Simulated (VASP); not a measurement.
**Al4N3: single point with PBE**

The system is Al4N3.

```
CELL_PARAMETERS angstrom
3.13778 -0.01372 -4.88723
3.13814 0.01817 4.88745
-3.14181 -5.39009 -0.01734
ATOMIC_POSITIONS crystal
Al 0.32396 0.34349 0.17165
Al 0.82382 0.84357 0.17160
Al 0.33564 0.33112 0.67054
Al 0.83570 0.83117 0.67052
Al 0.91003 0.39716 0.31093
Al 0.40964 0.89682 0.31091
Al 0.92273 0.41451 0.84033
Al 0.42291 0.91451 0.84047
N 0.63476 0.01831 0.65656
N 0.13474 0.51827 0.65658
N 0.72412 0.60590 0.33385
N 0.22400 0.10584 0.33386
N 0.72626 0.61186 0.84158
N 0.22637 0.11181 0.84164
```

```yaml
Program: VASP 6.6.1
Task: single point
Functional: PBE
Potentials_or_basis: VASP PAW PBE potentials, release 64 (Al, N)
Cutoff: 520 eV
k_mesh: 3 × 3 × 3
Occupations: gaussian, width 0.1 eV
Spin: no spin polarisation
```

```json
{"Pressure": "-0.3 GPa", "Largest force": "0.033 eV/Å", "Band gap on the k mesh": "zero (band 27 reaches 8.85 eV, above the bottom of band 28 at 8.52 eV)"}
```

Forces on the atoms (eV/Å):
```
Al   0.001 -0.006 -0.021
Al   0.000 -0.007 -0.022
Al  -0.003 -0.009  0.009
Al  -0.003 -0.010  0.010
Al  -0.001 -0.014  0.016
Al   0.005 -0.015  0.014
Al   0.003  0.026  0.019
Al   0.001  0.026  0.021
N   -0.002  0.005 -0.002
N    0.000  0.004  0.000
N    0.000  0.005 -0.013
N    0.002  0.005 -0.015
N    0.000 -0.006 -0.011
N   -0.001 -0.005 -0.006
```

Stress tensor (GPa, compression positive):
```
-0.31 -0.06  0.01
-0.06 -0.30 -0.05
 0.01 -0.05 -0.41
```

Levels at points of the mesh, in eV from the Fermi level:
```
           k point  band 25  band 26  band 27  band 28  band 29  band 30
(0.00, 0.00, 0.00)    -3.41    -3.08    -0.62     1.18     1.64     1.79
```

Run time: 120 s on 1 thread of Intel(R) Xeon(R) Platinum 8375C CPU @ 2.90GHz (Ice Lake) (shared host), peak memory 0.33 GiB.

Caveat: the k points lie up to 0.44 Å⁻¹ apart.
